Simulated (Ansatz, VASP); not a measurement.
## As: VASP beside Ansatz

File POSCAR:

```
As
1.0
    2.6671410253      0.0000000000      0.0000000000
    0.0000000000      2.6671410253      0.0000000000
    0.0000000000      0.0000000000      2.6671410253
As
1
Direct
    0.5000000000      0.5000000000      0.5000000000
```

File INCAR.step1:

```
SYSTEM = As
  ALGO = Normal
  EDIFF = 1E-4
  ENCUT = 520
  GGA = PE
  ISMEAR = -1
  LASPH = .True.
  LCHARG = .False.
  LREAL = .False.
  LWAVE = .True.
  NBANDS = 8
  NELM = 80
  PREC = Accurate
  SIGMA = 0.05
```

INCAR.step2

```
SYSTEM = As
  ALGO = Normal
  EDIFF = 1E-7
  ENCUT = 520
  ISIF = 2
  ISMEAR = -1
  ISTART = 1
  LASPH = .True.
  LCHARG = .False.
  LMIXTAU = .True.
  LREAL = .False.
  LWAVE = .False.
  METAGGA = R2SCAN
  NBANDS = 8
  NELM = 80
  PREC = Accurate
  SIGMA = 0.05
```

Contents of KPOINTS:

```
k-points
0
Gamma
  10 10 10
  0 0 0
```

File input.yaml:

```yaml
crystal:
  lattice:
    - [2.6671410253, 0.0, 0.0]
    - [0.0, 2.6671410253, 0.0]
    - [0.0, 0.0, 2.6671410253]
  atoms:
    - { symbol: As, position: [0.5, 0.5, 0.5] }
hamiltonian:
  xc: r2scan
  pseudopotentials: { kind: paw }
kpoints:
  mp_grid: { grid: [10, 10, 10] }
scf:
  occupations: { method: fermi_dirac, width: 0.05 }
output:
  forces: true
  stress: true
  eigenvalues: true
```

Alike in both runs: task single point; functional r2SCAN; k mesh 10 × 10 × 10; occupations fermi-dirac, width 0.05 eV; no spin polarisation.

```csv
,VASP,Ansatz
version,VASP 6.6.1,Ansatz 0.2.0
potentials or method,"VASP PAW PBE potentials, release 64 (As)",Ansatz PAW
plane-wave cutoff (eV),520,500
valence electrons in the cell,5,15
```

```csv
,VASP,Ansatz,Ansatz less VASP
gap on the k mesh at the Fermi level (eV),none,none,-
pressure (GPa),3.9,3.9,0.00
```

VASP's potentials were made for PBE, not for r2SCAN. A gap of «none» marks a metal or a gap that the smearing closes. VASP's potentials hold 5 valence electrons a cell and Ansatz's 15, so a difference there can come from the potentials and not from the codes.
